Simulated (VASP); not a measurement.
# C (Fd-3m) in VASP: a series of runs

The runs below take C through single point, with PBE.

All numbers are computed with VASP 6.6.1; they aren't measurements. Logs are shortened: lines on timing, memory, paths and dates and some standing lists are left out, and cuts for length are marked.

## (1) The cell of the first run

The structure is cubic, space group Fd-3m (No. 227). The conventional cell has a = 3.567 Å, b = 3.567 Å, c = 3.567 Å, α = 90.00°, β = 90.00°, γ = 90.00°. C (site symmetry -43m) has 4 C at 1.54 Å within 2.1 Å.

## (2) Single point, PBE

Contents of INCAR:

```
SYSTEM = C
PREC = Accurate
ENCUT = 600
EDIFF = 1E-6
ISMEAR = -1
SIGMA = 0.05
LREAL = .FALSE.
LASPH = .TRUE.
NELM = 120
ALGO = Normal
ISIF = 2
LWAVE = .FALSE.
LCHARG = .FALSE.
GGA = PE
NBANDS = 11
GGA_COMPAT = .FALSE.
```

Contents of KPOINTS:

```
regular mesh
0
G
  14 14 14
  0 0 0
```

Contents of POSCAR:

```
C
1.0
    0.0000000000      1.7833200000      1.7833200000
    1.7833200000      0.0000000000      1.7833200000
    1.7833200000      1.7833200000      0.0000000000
C
2
Direct
    0.7500000000      0.7500000000      0.7500000000
    0.5000000000      0.5000000000      0.5000000000
```

Potentials or basis: VASP PAW PBE potentials, release 64 (C).

Run with:

```bash
> cat potpaw_PBE.64/C/POTCAR > POTCAR
> mpirun -np 1 vasp_std > vasp.out
```

OUTCAR:

```text
SYSTEM = C
   PREC = Accurate
   ENCUT = 600
   EDIFF = 1E-6
   ISMEAR = -1
   LREAL = .FALSE.
   LASPH = .TRUE.
   NELM = 120
   ISIF = 2
   GGA = PE

 ion  position               nearest neighbor table
   1  0.750  0.750  0.750-   2 1.54   2 1.54   2 1.54   2 1.54
   2  0.500  0.500  0.500-   1 1.54   1 1.54   1 1.54   1 1.54

  LATTYP: Found a face centered cubic cell.
 ALAT       =     3.5666400000

  Lattice vectors:

 A1 = (   0.0000000000,   1.7833200000,   1.7833200000)
 A2 = (   1.7833200000,   0.0000000000,   1.7833200000)
 A3 = (   1.7833200000,   1.7833200000,   0.0000000000)

Analysis of symmetry for initial positions (statically):
=====================================================================
 Subroutine PRICEL returns:
 Original cell was already a primitive cell.

 Routine SETGRP: Setting up the symmetry group for a
 face centered cubic supercell.

 Subroutine GETGRP returns: Found 48 space group operations
 (whereof 24 operations were pure point group operations)
 out of a pool of 48 trial point group operations.

The static configuration has the point symmetry T_d .
 The point group associated with its full space group is O_h .

Analysis of symmetry for dynamics (positions and initial velocities):
=====================================================================
 Subroutine PRICEL returns:
 Original cell was already a primitive cell.

 Routine SETGRP: Setting up the symmetry group for a
 face centered cubic supercell.

 Subroutine GETGRP returns: Found 48 space group operations
 (whereof 24 operations were pure point group operations)
 out of a pool of 48 trial point group operations.

The dynamic configuration has the point symmetry T_d .
 The point group associated with its full space group is O_h .

 Subroutine INISYM returns: Found 48 space group operations
 (whereof 24 operations are pure point group operations),
 and found     1 'primitive' translations

----------------------------------------------------------------------------------------

                                     Primitive cell

  volume of cell :      11.3427

  direct lattice vectors                    reciprocal lattice vectors
     0.000000000  1.783320000  1.783320000    -0.280375928  0.280375928  0.280375928
     1.783320000  0.000000000  1.783320000     0.280375928 -0.280375928  0.280375928
     1.783320000  1.783320000  0.000000000     0.280375928  0.280375928 -0.280375928

  length of vectors
     2.521995330  2.521995330  2.521995330     0.485625353  0.485625353  0.485625353

  position of ions in fractional coordinates (direct lattice)
     0.750000000  0.750000000  0.750000000
[... 83 lines left out ...]
   NFREE  =      0    steps in history (QN), initial steepest desc. (CG)
   ISIF   =      2    stress and relaxation
   ISYM   =      2    0-nonsym 1-usesym 2-fastsym
   POTIM  = 0.5000    time-step for ionic-motion
   TEBEG  =    0.0;   TEEND  =   0.0 temperature during run
   PSTRESS=    0.0 pullay stress
   NELECT =       8.0000    total number of electrons
   NUPDOWN=      -1.0000    fix difference up-down
   EMIN   =  10.00;   EMAX   =-10.00  energy-range for DOS
   EFERMI =   0.00;   METHOD = LEGACY
   ISMEAR =    -1;   SIGMA  =   0.05  broadening in eV -4-tet -1-fermi 0-gaus
   EFERMI_NEDOS =   21; number of points for ismear=-14 and -15
   IALGO  =     38    algorithm
   IMIX   =      4    mixing-type and parameters
     AMIX     =   0.40;   BMIX     =  1.00
     AMIX_MAG =   1.60;   BMIX_MAG =  1.00
  volume/ion in A,a.u.               =       5.67        38.27
  Fermi-wavevector in a.u.,A,eV,Ry     =   1.457244  2.753791 28.892781  2.123559
  Thomas-Fermi vector in A             =   2.574068
   LORBIT       =      0    0 simple, 1 ext, 2 COOP (PROOUT), +10 PAW based schemes
   GGA     = PE    functional components
   LHFCALC =     F    Hartree Fock is set to
   AEXX    =    0.0000 exact exchange contribution
   IVDW    =     0    specifies the selected vdW correction
   LEPSILON=     F    determine dielectric tensor
   LRPA    =     F    only Hartree local field effects (RPA)
 non-spin polarized calculation
  energy-cutoff  :      600.00
  volume of cell :       11.34
 maximum number of plane-waves:       388
   NGX =  9   NGY =  9   NGZ =  9

 number of electron       7.9999999 magnetization

 Free energy of the ion-electron system (eV)
  ---------------------------------------------------
  ext. energy  EPLUGINS =         0.00000000
  ---------------------------------------------------
  free energy    TOTEN  =       -18.19006121 eV

  energy without entropy =      -18.19006121  energy(sigma->0) =      -18.19006121

 E-fermi :  10.7164     XC(G=0): -13.2511

 val. band max:        9.7297186052   @ k =   0.0000   0.0000   0.0000
 cond. band min:      13.8596566813   @ k =   0.3571   0.3571   0.0000
 fundamental gap:      4.1299380761
 Fermi energy:        10.7163639213

 k-point     1 :       0.0000    0.0000    0.0000
  band No.  band energies     occupation
      1     -11.7479      2.00000
      2       9.7297      2.00000
      3       9.7297      2.00000
      4       9.7297      2.00000
      5      15.3202      0.00000
      6      15.3202      0.00000
      7      15.3202      0.00000
      8      23.0629      0.00000
      9      29.0258      0.00000
     10      36.2668      0.00000
     11      36.2668      0.00000
[... 309 lines left out ...]
 k-point    24 :       0.2857    0.1429    0.0000
  band No.  band energies     occupation
      1      -9.6966      2.00000
      2       3.7101      2.00000
      3       6.4118      2.00000
      4       7.1339      2.00000
      5      15.6460      0.00000
      6      19.7018      0.00000
      7      19.8014      0.00000
      8      22.1201      0.00000
      9      30.1078      0.00000
     10      31.1630      0.00000
     11      36.0040      0.00000

 [... further k-points ...]
[... 5 lines left out ...]
  --------------------------------------------------------------------------------------
  -------------------------------------------------------------------------------------
  Total        0.1284376      0.1284376      0.1284376     -0.0000000      0.0000000     -0.0000000
  in kB       18.1419884     18.1419884     18.1419884     -0.0000000      0.0000000     -0.0000000
  external PRESSURE =      18.1419884 kB  Pullay stress =       0.0000000 kB

 VOLUME and BASIS-vectors are now :
 -----------------------------------------------------------------------------
  energy-cutoff  :      600.00
  volume of cell :       11.34
      direct lattice vectors                 reciprocal lattice vectors
     0.000000000  1.783320000  1.783320000    -0.280375928  0.280375928  0.280375928
     1.783320000  0.000000000  1.783320000     0.280375928 -0.280375928  0.280375928
     1.783320000  1.783320000  0.000000000     0.280375928  0.280375928 -0.280375928

 POSITION                                       TOTAL-FORCE (eV/Angst)
 -----------------------------------------------------------------------------------
      2.67498      2.67498      2.67498        -0.000000     -0.000000     -0.000000
      1.78332      1.78332      1.78332         0.000000      0.000000      0.000000
 -----------------------------------------------------------------------------------
    total drift:                                0.000000     -0.000000      0.000000

  FREE ENERGIE OF THE ION-ELECTRON SYSTEM (eV)
  ---------------------------------------------------
  free  energy   TOTEN  =       -18.1900612051 eV

  energy  without entropy=      -18.1900612051  energy(sigma->0) =      -18.19006121
```

OSZICAR:

```text
N       E                     dE             d eps       ncg     rms          rms(c)
DAV:   1     0.390684558243E+01    0.39068E+01   -0.51397E+03  2323   0.781E+02
DAV:   2    -0.183667783684E+02   -0.22274E+02   -0.21511E+02  3042   0.137E+02
DAV:   3    -0.188270818745E+02   -0.46030E+00   -0.45914E+00  2687   0.151E+01
DAV:   4    -0.188278336182E+02   -0.75174E-03   -0.75173E-03  2504   0.760E-01
DAV:   5    -0.188278345062E+02   -0.88806E-06   -0.88805E-06  2614   0.251E-02    0.553E+00
DAV:   6    -0.183492579722E+02    0.47858E+00   -0.24954E-01  2342   0.352E+00    0.330E+00
DAV:   7    -0.181881887770E+02    0.16107E+00   -0.30589E-01  2453   0.395E+00    0.749E-01
DAV:   8    -0.181900007261E+02   -0.18119E-02   -0.86852E-03  2384   0.699E-01    0.435E-02
DAV:   9    -0.181900404699E+02   -0.39744E-04   -0.61424E-05  2745   0.634E-02    0.243E-02
DAV:  10    -0.181900611381E+02   -0.20668E-04   -0.15663E-05  2447   0.349E-02    0.527E-03
DAV:  11    -0.181900612051E+02   -0.67009E-07   -0.24805E-07  2026   0.458E-03
   1 F= -.18190061E+02 E0= -.18190061E+02  d E =-.667656E-11
```

stdout:

```text
POSCAR found type information on POSCAR C
 POSCAR found :  1 types and       2 ions
 scaLAPACK will be used
 LDA part: xc-table for (Slater+PW92), standard interpolation
 POSCAR, INCAR and KPOINTS ok, starting setup
 FFT: planning ... GRIDC
 FFT: planning ... GRID_SOFT
 FFT: planning ... GRID
 WAVECAR not read
 entering main loop
```

It used 23 s of CPU time on 1 thread of Intel Xeon 8259CL (shared host).

What came out:

```yaml
Free_energy: -18.1901 eV
Pressure: 1.8 GPa
Band_gap_on_the_k_mesh: 4.13 eV, indirect (least direct gap 5.59 eV)
```

Levels at points of the mesh, in eV from the valence-band top:
```
           k point  band 1  band 2  band 3  band 4  band 5  band 6  band 7  band 8
(0.00, 0.00, 0.00)  -21.48    0.00    0.00    0.00    5.59    5.59    5.59   13.33
(0.50, 0.00, 0.00)  -15.70  -13.37   -2.80   -2.80    8.46    8.46    8.85   15.70
(0.50, 0.50, 0.00)  -12.76  -12.76   -6.30   -6.30    4.76    4.76   16.80   16.80
```

## (3) Single point, PBE

Contents of INCAR:

```
PREC = Accurate ; ENCUT = 600
EDIFF = 1E-6 ; ISMEAR = -1
SIGMA = 0.05 ; LREAL = F
LASPH = T ; NELM = 120
ALGO = Normal ; ISIF = 2
LWAVE = F ; LCHARG = F
GGA = PE ; NBANDS = 11
GGA_COMPAT = F
```

Contents of KPOINTS:

```
Automatic mesh
0
Gamma
  14 14 14
```

POSCAR is that of step 2.

Potentials or basis: VASP PAW PBE potentials, release 64 (C).

Run with:

```bash
> cat potpaw_PBE.64/C/POTCAR > POTCAR
> mpirun -np 1 vasp_std > vasp.out
```

It used 24 s of CPU time on 1 thread of Intel Xeon 8259CL (shared host).

Results (log left out):

* Free energy: -18.1901 eV
* Pressure: 1.8 GPa
* Band gap on the k mesh: 4.13 eV, indirect (least direct gap 5.59 eV)

Levels at points of the mesh, in eV from the valence-band top:
```
           k point  band 1  band 2  band 3  band 4  band 5  band 6  band 7  band 8  band 9
(0.00, 0.00, 0.00)  -21.48    0.00    0.00    0.00    5.59    5.59    5.59   13.33   19.30
(0.50, 0.00, 0.00)  -15.70  -13.37   -2.80   -2.80    8.46    8.46    8.85   15.70   21.89
(0.50, 0.50, 0.00)  -12.76  -12.76   -6.30   -6.30    4.76    4.76   16.80   16.80   23.23
```

A k mesh can miss the band edges. A hybrid or GW would open this gap; PBE tends to underestimate it.

## (4) Single point, PBE

Contents of INCAR:

```
SYSTEM = C
PREC = Accurate
ENCUT = 600
EDIFF = 1E-6
ISMEAR = -1
SIGMA = 0.003
LREAL = .FALSE.
LASPH = .TRUE.
NELM = 120
ALGO = Normal
ISIF = 2
LWAVE = .FALSE.
LCHARG = .FALSE.
GGA = PE
NBANDS = 11
GGA_COMPAT = .FALSE.
```

Contents of KPOINTS:

```
regular mesh
0
G
  14 14 14
  0 0 0
```

POSCAR is that of step 3.

Run with:

```bash
> cat potpaw_PBE.64/C/POTCAR > POTCAR
> mpirun -np 1 vasp_std > vasp.out
```

It used 20 s of CPU time on 1 thread of Intel Xeon 8259CL (shared host).

The run converged. Its results:

* Free energy: -18.1901 eV
* Pressure: 1.8 GPa
* Band gap on the k mesh: 4.13 eV, indirect (least direct gap 5.59 eV)

Levels at points of the mesh, in eV from the valence-band top:
| k point | band 2 | band 3 | band 4 | band 5 | band 6 | band 7 |
| --- | --- | --- | --- | --- | --- | --- |
| (0.00, 0.00, 0.00) | 0.00 | 0.00 | 0.00 | 5.59 | 5.59 | 5.59 |
| (0.50, 0.00, 0.00) | -13.37 | -2.80 | -2.80 | 8.46 | 8.46 | 8.85 |
| (0.50, 0.50, 0.00) | -12.76 | -6.30 | -6.30 | 4.76 | 4.76 | 16.80 |

A k mesh can miss the band edges. As with any semilocal functional, this PBE gap is likely too small.
